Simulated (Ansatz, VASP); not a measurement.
MgH2: VASP beside Ansatz

Contents of INCAR:

```
SYSTEM = MgH2
PREC     = Accurate       ! precision mode
ENCUT    = 520            ! plane-wave cutoff, eV
EDIFF    = 1E-6           ! SCF threshold, eV
ISMEAR   = 0              ! smearing method
SIGMA    = 0.01           ! smearing width, eV
LREAL    = .FALSE.        ! projectors in reciprocal space
LASPH    = .TRUE.         ! aspherical terms in the spheres
NELM     = 60             ! most SCF steps
ALGO     = Normal         ! electronic algorithm
ISIF     = 2              ! what is computed and relaxed
LWAVE    = .FALSE.        ! write WAVECAR
LCHARG   = .TRUE.         ! write CHGCAR
GGA      = CA             ! functional
LELF     = .TRUE.         ! ELF
LVHAR    = .TRUE.       
NBANDS   = 13             ! bands
```

The input KPOINTS:

```
Automatic mesh
0
G
  6 6 8
  0 0 0
```

POSCAR

```
MgH2
1.0
    4.4848772627      0.0000000000      0.0000000000
    0.0000000000      4.4848772627      0.0000000000
    0.0000000000      0.0000000000      2.9964754819
Mg H
2 4
Direct
    0.0000000000      0.0000000000      0.0000000000
    0.5000000000      0.5000000000      0.5000000000
    0.3046815063      0.3046815063      0.0000000000
    0.1953184937      0.8046815063      0.5000000000
    0.8046815063      0.1953184937      0.5000000000
    0.6953184937      0.6953184937      0.0000000000
```

Input for Ansatz:

```yaml
crystal:
  lattice:
    - [4.4848772627, 0.0, 0.0]
    - [0.0, 4.4848772627, 0.0]
    - [0.0, 0.0, 2.9964754819]
  atoms:
    - { symbol: Mg, position: [0.0, 0.0, 0.0] }
    - { symbol: Mg, position: [0.5, 0.5, 0.5] }
    - { symbol: H, position: [0.3046815063, 0.3046815063, 0.0] }
    - { symbol: H, position: [0.1953184937, 0.8046815063, 0.5] }
    - { symbol: H, position: [0.8046815063, 0.1953184937, 0.5] }
    - { symbol: H, position: [0.6953184937, 0.6953184937, 0.0] }
kpoints:
  mp_grid: { grid: [6, 6, 8] }
hamiltonian:
  xc: lda
scf:
  occupations: { method: fixed }
output:
  optics: { e_range: [0, 18], de: 0.05, sigma: 0.1, bands: auto }
```

Alike in both runs: task single point; functional LDA; k mesh 6 × 6 × 8; no spin polarisation.

|  | VASP | Ansatz |
| --- | --- | --- |
| version | VASP 6.6.1 | Ansatz 0.2.0 |
| potentials or method | VASP PAW LDA potentials, release 64 (Mg, H) | plane waves, PAW |
| plane-wave cutoff (eV) | 520 | 420 |
| occupations | gaussian, width 0.01 eV | fixed |
| valence electrons in the cell | 8 | 24 |

```csv
,VASP,Ansatz,Ansatz less VASP
gap on the k mesh at the Fermi level (eV),3.47,3.47,+0.001
```

LDA's correlation is that of Perdew and Zunger in VASP and of Perdew and Wang (1992) in Ansatz. VASP's potentials hold 8 valence electrons a cell and Ansatz's 24, so a difference there can come from the potentials and not from the codes.
